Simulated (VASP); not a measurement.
# P in VASP: notebook, part 2 of 3

VASP 6.6.1. Earlier steps stand in the parts before.

**3. Single point, PBEsol (strain -0.025 along x and y, +0.000 along z)**

INCAR reads:

```
ALGO = Normal
EDIFF = 1E-6
ENCUT = 520
GGA = PS
ISIF = 2
ISMEAR = 0
LASPH = T
LCHARG = F
LREAL = F
LWAVE = F
NBANDS = 18
NELM = 80
PREC = Accurate
SIGMA = 0.05
```

KPOINTS reads:

```
k-points
0
Gamma
  8 1 6
```

POSCAR reads:

```
P
1.0
    3.2016345270      0.0000000000      0.0000000000
    0.0000000000     33.9856052152      0.0000000000
    0.0000000000      0.0000000000      4.6320847100
P
4
Direct
    0.0000000000      0.9702614300      0.5921507200
    0.0000000000      0.0297385700      0.4078492800
    0.5000000000      0.0297385700      0.0921507200
    0.5000000000      0.9702614300      0.9078492800
```

Potentials or basis: VASP PAW PBE potentials, release 64 (P).

Command:

```bash
cat potpaw_PBE.64/P/POTCAR > POTCAR
mpirun -np 1 vasp_std > vasp.out
```

OUTCAR:

```text
EDIFF = 1E-6
   ENCUT = 520
   GGA = PS
   ISIF = 2
   ISMEAR = 0
   LASPH = T
   LREAL = F
   NELM = 80
   PREC = Accurate

 ion  position               nearest neighbor table
   1  0.000  0.970  0.592-   4 2.17   4 2.17   2 2.19
   2  0.000  0.030  0.408-   3 2.17   3 2.17   1 2.19
   3  0.500  0.030  0.092-   2 2.17   2 2.17   4 2.19
   4  0.500  0.970  0.908-   1 2.17   1 2.17   3 2.19

  LATTYP: Found a simple orthorhombic cell.
 ALAT       =     3.2016345270
 B/A-ratio  =     1.4467874678
 C/A-ratio  =    10.6150795566

  Lattice vectors:

 A1 = (  -3.2016345270,   0.0000000000,   0.0000000000)
 A2 = (   0.0000000000,   0.0000000000,   4.6320847100)
 A3 = (   0.0000000000,  33.9856052152,   0.0000000000)

Analysis of symmetry for initial positions (statically):
=====================================================================
 Subroutine PRICEL returns:
 Original cell was already a primitive cell.

[... 167 lines left out ...]
  free energy    TOTEN  =       -22.76009237 eV

  energy without entropy =      -22.76009237  energy(sigma->0) =      -22.76009237

 E-fermi :  -3.1467     XC(G=0):  -1.8165

 val. band max:       -3.4037547597   @ k =   0.1250   0.0000   0.0000
 cond. band min:      -2.4168789251   @ k =   0.0000   0.0000   0.0000
 fundamental gap:      0.9868758346
 Fermi energy:        -3.1467218085

 k-point     1 :       0.0000    0.0000    0.0000
  band No.  band energies     occupation
      1     -18.9116      2.00000
      2     -16.2594      2.00000
      3     -12.9632      2.00000
      4      -9.4292      2.00000
      5      -8.3228      2.00000
      6      -8.0060      2.00000
[... 397 lines left out ...]
      5      -8.6476      2.00000
      6      -8.6476      2.00000
[... 10 lines left out ...]
     17       3.2616      0.00000
     18       3.2616      0.00000

------------------------ aborting loop because EDIFF is reached ----------------------------------------

  FORCE on cell =-STRESS in cart. coord.  units (eV):
  Direction    XX          YY          ZZ          XY          YZ          ZX
  --------------------------------------------------------------------------------------
  -------------------------------------------------------------------------------------
  Total        2.5423282      2.0974570      1.1123654      0.0000000      0.0000000      0.0000000
  in kB        8.0816296      6.6674594      3.5360208      0.0000000      0.0000000      0.0000000
  external PRESSURE =       6.0950366 kB  Pullay stress =       0.0000000 kB

 VOLUME and BASIS-vectors are now :
 -----------------------------------------------------------------------------
  energy-cutoff  :      520.00
  volume of cell :      504.01
      direct lattice vectors                 reciprocal lattice vectors
     3.201634527  0.000000000  0.000000000     0.312340460  0.000000000  0.000000000
     0.000000000 33.985605215  0.000000000     0.000000000  0.029424222  0.000000000
     0.000000000  0.000000000  4.632084710     0.000000000  0.000000000  0.215885516

 POSITION                                       TOTAL-FORCE (eV/Angst)
 -----------------------------------------------------------------------------------
      0.00000     32.97492      2.74289         0.000000     -0.522911     -0.301548
      0.00000      1.01068      1.88919         0.000000      0.522911      0.301548
      1.60082      1.01068      0.42685        -0.000000      0.522911     -0.301548
      1.60082     32.97492      4.20523         0.000000     -0.522911      0.301548
 -----------------------------------------------------------------------------------
    total drift:                               -0.000000      0.000000     -0.000000

  FREE ENERGIE OF THE ION-ELECTRON SYSTEM (eV)
  ---------------------------------------------------
  free  energy   TOTEN  =       -22.7600923689 eV

  energy  without entropy=      -22.7600923689  energy(sigma->0) =      -22.76009237
```

OSZICAR:

```text
N       E                     dE             d eps       ncg     rms          rms(c)
DAV:   1     0.139049130235E+03    0.13905E+03   -0.55153E+03   720   0.719E+02
DAV:   2    -0.419681869806E+01   -0.14325E+03   -0.13265E+03  1146   0.137E+02
DAV:   3    -0.226469615881E+02   -0.18450E+02   -0.18349E+02   974   0.573E+01
DAV:   4    -0.230523900905E+02   -0.40543E+00   -0.40413E+00  1030   0.109E+01
[... 13 lines left out ...]
DAV:  18    -0.227600735280E+02   -0.19155E-04   -0.27688E-07   776   0.208E-03    0.327E-03
DAV:  19    -0.227600854050E+02   -0.11877E-04   -0.25843E-07   720   0.153E-03    0.145E-03
DAV:  20    -0.227600901568E+02   -0.47518E-05   -0.12765E-07   752   0.117E-03    0.147E-03
DAV:  21    -0.227600916427E+02   -0.14860E-05   -0.22620E-08   690   0.576E-04    0.561E-04
DAV:  22    -0.227600923689E+02   -0.72614E-06   -0.94698E-09   678   0.401E-04
   1 F= -.22760092E+02 E0= -.22760092E+02  d E =-.398886E-14
```

stdout:

```text
POSCAR found type information on POSCAR P
 POSCAR found :  1 types and       4 ions
 scaLAPACK will be used
 -----------------------------------------------------------------------------
|                                                                             |
|                                                                             |
|     You enforced a specific xc type in the INCAR file but a different       |
|     I HOPE YOU KNOW WHAT YOU ARE DOING!                                     |
|                                                                             |
 -----------------------------------------------------------------------------

 LDA part: xc-table for (Slater+PW92), standard interpolation
 POSCAR, INCAR and KPOINTS ok, starting setup
 FFT: planning ... GRIDC
 FFT: planning ... GRID_SOFT
 FFT: planning ... GRID
 WAVECAR not read
 entering main loop
```

It took 2.8 min on 1 thread of Intel Xeon Platinum 8488C (Sapphire Rapids), shared host; peak memory 0.53 GiB.

Results:

```yaml
Free_energy: -22.7601 eV
Largest_force: 0.604 eV/Å
Band_gap_on_the_k_mesh: 0.99 eV (least direct gap 1.00 eV)
```

Forces in eV/Å, atoms in the order of the input:
```
P    0.000 -0.523 -0.302
P    0.000  0.523  0.302
P    0.000  0.523 -0.302
P    0.000 -0.523  0.302
```

Levels at points of the mesh, in eV from the valence-band top:
| k point | band 6 | band 7 | band 8 | band 9 | band 10 | band 11 | band 12 | band 13 | band 14 | band 15 |
| --- | --- | --- | --- | --- | --- | --- | --- | --- | --- | --- |
| (0.00, 0.00, 0.00) | -4.60 | -3.32 | -1.73 | -1.62 | -0.02 | 0.99 | 1.72 | 2.99 | 3.43 | 4.39 |
| (0.50, 0.00, 0.00) | -5.39 | -2.84 | -2.84 | -2.02 | -2.02 | 1.12 | 1.12 | 2.19 | 2.19 | 4.03 |
| (0.00, 0.00, 0.50) | -2.99 | -2.50 | -2.50 | -1.54 | -1.54 | 2.38 | 2.38 | 3.87 | 3.87 | 4.00 |
| (0.50, 0.00, 0.50) | -5.24 | -4.66 | -4.66 | -1.00 | -1.00 | 2.43 | 2.43 | 3.59 | 3.59 | 5.03 |

Caveat: the cell differs from its parent crystal (strain -0.025 along x and y, +0.000 along z); there is no dipole correction, which matters where the two faces differ; the PAW data sets were made with another functional, which shifts forces and pressure a little.

**4. Single point, PBEsol (strain +0.000 along x and y, -0.025 along z)**

INCAR reads:

```
PREC = Accurate ; ENCUT = 520
EDIFF = 1E-6 ; ISMEAR = 0
SIGMA = 0.05 ; LREAL = F
LASPH = T ; NELM = 100
ALGO = Normal ; ISIF = 2
LWAVE = F ; LCHARG = F
GGA = PS ; NBANDS = 18
```

KPOINTS reads:

```
Automatic mesh
0
Gamma
  8 1 6
```

POSCAR reads:

```
P
1.0
    3.2837277200      0.0000000000      0.0000000000
    0.0000000000     34.8570309900      0.0000000000
    0.0000000000      0.0000000000      4.5162825922
P
4
Direct
    0.0000000000      0.9702614300      0.5921507200
    0.0000000000      0.0297385700      0.4078492800
    0.5000000000      0.0297385700      0.0921507200
    0.5000000000      0.9702614300      0.9078492800
```

Command:

```bash
cat potpaw_PBE.64/P/POTCAR > POTCAR
mpirun -np 1 vasp_std > vasp.out
```

Run time: 3.1 min. Hardware: 1 thread of Intel Xeon Platinum 8488C (Sapphire Rapids), shared host; peak memory 0.56 GiB.

It converged, with:

```yaml
Free_energy: -22.7969 eV
Largest_force: 0.651 eV/Å
Band_gap_on_the_k_mesh: 0.75 eV
```

Forces on the atoms (eV/Å):
```
P    0.000 -0.108 -0.642
P    0.000  0.108  0.642
P    0.000  0.108 -0.642
P    0.000 -0.108  0.642
```

Levels at points of the mesh, in eV from the valence-band top:
| k point | band 8 | band 9 | band 10 | band 11 | band 12 | band 13 |
| --- | --- | --- | --- | --- | --- | --- |
| (0.00, 0.00, 0.00) | -2.17 | -1.78 | 0.00 | 0.75 | 1.23 | 2.42 |
| (0.50, 0.00, 0.00) | -2.84 | -2.13 | -2.13 | 1.17 | 1.17 | 2.15 |
| (0.00, 0.00, 0.50) | -2.97 | -1.33 | -1.33 | 1.87 | 1.87 | 3.62 |
| (0.50, 0.00, 0.50) | -4.77 | -1.21 | -1.21 | 2.19 | 2.19 | 4.06 |

Caveat: the cell differs from its parent crystal (strain +0.000 along x and y, -0.025 along z); there is no dipole correction, which matters where the two faces differ; the PAW data sets were made with another functional, which shifts forces and pressure a little.

(Part 2 of 3 ends here.)
